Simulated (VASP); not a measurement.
Pd, 1 atom in the cell. Symmetry: Im-3m, No. 229, cubic system. The conventional cell has a = 3.169 Å, b = 3.169 Å, c = 3.169 Å, α = 90.00°, β = 90.00°, γ = 90.00°. Pd (site symmetry m-3m) has 14 Pd at 2.74 to 3.17 Å within 3.6 Å. This isn't the form of Pd at room conditions, which is fcc.

| Property | Result |
| --- | --- |
| Program | VASP 6.6.1 |
| Task | single point |
| Functional | RPBE |
| Potentials or basis | VASP PAW PBE potentials, release 64 (Pd) |
| Cutoff | 520 eV |
| k mesh | 14 × 14 × 14 |
| Occupations | fermi-dirac, width 0.05 eV |
| Spin | collinear spin |
| Starting moments | [0.5] μB |
| Dipole correction | no |
| Further INCAR settings | ALGO = Normal; EDIFF = 1e-06; NBANDS = 15 |

Potentials or basis: VASP PAW PBE potentials, release 64 (Pd).

Command:

```bash
$ cat potpaw_PBE.64/Pd/POTCAR > POTCAR
$ mpirun -np 1 vasp_std > vasp.out
```

Hardware: 1 thread of Intel Xeon 8259CL, with other jobs on the host.

Task: How long does it take, and how much memory?

Result: Run time: 110 s on 1 thread of Intel Xeon 8259CL (shared host), peak memory 0.13 GiB. Counts: scf iterations 12, k points 104.
